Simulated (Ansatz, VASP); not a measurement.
# Zn2GeO3: VASP beside Ansatz

```
Zn Ge O
1.0
     2.39281    1.38149    3.93540
    -2.39281    1.38149    3.93540
     0.00000   -2.76297    3.93540
Zn Ge O
2 1 3
Direct
  0.62237 0.62237 0.62237
  0.37763 0.37763 0.37763
  0.00000 0.00000 0.00000
  0.50000 0.00000 0.00000
  0.00000 0.50000 0.00000
  0.00000 0.00000 0.50000
```

Change from the starting cell: species swapped into the Er2AlFe3 type (R-3m, No. 166).

Alike in both runs: task single point; functional PBE; k mesh 6 × 6 × 6; occupations gaussian, width 0.1 eV; no spin polarisation.

|  | VASP | Ansatz |
| --- | --- | --- |
| version | VASP 6.6.1 | Ansatz 0.2.0 |
| potentials or method | VASP PAW PBE potentials, release 64 (Zn, Ge_d, O), cutoff 520 eV | scalar-relativistic, plane waves, PAW |
| valence electrons in the cell | 56 | 56 |

Ansatz gave:

```
gap on the k mesh at the Fermi level (eV)                     : none
pressure (GPa)                                                : -5.9
traceless stress, the component that is largest in VASP (GPa) : -10.17
rms of the force components (eV/Å)                            : 0.124
```

Question: Which values does VASP return?

Answer: gap on the k mesh at the Fermi level (eV): none; pressure (GPa): -5.8; traceless stress, the component that is largest in VASP (GPa): -10.11; rms of the force components (eV/Å): 0.124.

Atom by atom the forces differ by 0.000 eV/Å (rms over components). A gap of «none» marks a metal or a gap that the smearing closes. With one functional, cell and mesh, what is left measures potentials, basis and numerics.
